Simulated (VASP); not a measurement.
RbCdCO3F, 7 atoms in the cell. It takes space group P-6m2 (No. 187, hexagonal). Conventional cell: a = 5.077 Å, b = 5.077 Å, c = 4.543 Å, α = 90.00°, β = 90.00°, γ = 120.00°. Within 3.8 Å of Rb (site symmetry -6m2) lie 6 O at 2.80 Å and 3 F at 2.93 Å and 6 Cd at 3.71 Å and 6 C at 3.71 Å. Cd (site symmetry -6m2) has 2 F at 2.27 Å and 6 O at 2.54 Å and 3 C at 2.93 Å within 3.0 Å. Within 1.7 Å of C (site symmetry -6m2) lie 3 O at 1.29 Å. Within 1.7 Å of O (site symmetry mm2) lie 1 C at 1.29 Å. Within 3.0 Å of F (site symmetry -6m2) lie 2 Cd at 2.27 Å and 3 Rb at 2.93 Å. 

```yaml
Program: VASP 6.6.1
Task: single point
Functional: PBEsol
Potentials_or_basis: VASP PAW PBE potentials, release 64 (Rb_sv, Cd_sv_GW, C, O, F)
Cutoff: 700 eV
k_mesh: 6 × 6 × 6
Occupations: gaussian, width 0.02 eV
Spin: no spin polarisation
Dipole_correction: no
Further_INCAR_settings: ALGO = Normal; EDIFF = 1e-06; NBANDS = 38
```

Potentials or basis: VASP PAW PBE potentials, release 64 (Rb_sv, Cd_sv_GW, C, O, F).

Run with:

```sh
$ cat potpaw_PBE.64/Rb_sv/POTCAR potpaw_PBE.64/Cd_sv_GW/POTCAR potpaw_PBE.64/C/POTCAR potpaw_PBE.64/O/POTCAR potpaw_PBE.64/F/POTCAR > POTCAR
$ mpirun -np 1 vasp_std > vasp.out
```

Hardware: 1 thread of Intel(R) Xeon(R) Platinum 8259CL CPU @ 2.50GHz (Skylake/Cascade Lake), with other jobs on the host.

Problem. Estimate the wall time of this run.

Solution. It took 3.4 min on 1 thread of Intel(R) Xeon(R) Platinum 8259CL CPU @ 2.50GHz (Skylake/Cascade Lake), with other jobs on the host, peak memory 0.43 GiB. Counts: scf iterations 15, k points 28.
